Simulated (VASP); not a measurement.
Sc: single point with PBE

The system is Sc.

```
CELL_PARAMETERS angstrom
3.30880 0.00000 0.00000
-1.65440 2.86550 0.00000
0.00000 0.00000 5.24166
ATOMIC_POSITIONS crystal
Sc 0.33333 0.66667 0.25000
Sc 0.66667 0.33333 0.75000
```

This cell differs from its parent crystal: strain -0.0050 x Voigt [0, 0, 1, 0, 0, 0].

* Program: VASP 6.6.1
* Task: single point
* Functional: PBE
* Potentials or basis: VASP PAW PBE potentials, release 64 (Sc_sv)
* Cutoff: 520 eV
* k mesh: 18 × 18 × 10
* Occupations: gaussian, width 0.15 eV
* Spin: no spin polarisation

The pressure is -0.3 GPa and the band gap on the k mesh is zero (band 11 reaches 4.54 eV, above the bottom of band 12 at 3.16 eV).

Stress tensor (GPa, compression positive):
```
 0.09  0.00  0.00
 0.00  0.09  0.00
 0.00  0.00 -1.13
```

Levels at points of the mesh, in eV from the Fermi level:
| k point | band 8 | band 9 | band 10 | band 11 | band 12 | band 13 | band 14 | band 15 |
| --- | --- | --- | --- | --- | --- | --- | --- | --- |
| (0.00, 0.00, 0.00) | -27.85 | -5.12 | -1.65 | 0.47 | 1.60 | 1.60 | 1.75 | 2.02 |
| (0.50, 0.00, 0.00) | -27.91 | -1.59 | -1.04 | -0.68 | -0.31 | 1.23 | 1.39 | 1.79 |
| (0.00, 0.00, 0.50) | -27.89 | -3.62 | -3.62 | 0.91 | 0.91 | 1.53 | 1.53 | 1.53 |
| (0.50, 0.00, 0.50) | -27.95 | -1.46 | -1.46 | 0.05 | 0.05 | 1.25 | 1.25 | 2.38 |

Run time: 2.2 min on 1 thread of AMD EPYC 9R45 96-Core Processor (Zen 5) (shared host), peak memory 0.26 GiB.

Caveat: the cell differs from its parent crystal (strain -0.0050 x Voigt [0, 0, 1, 0, 0, 0]).
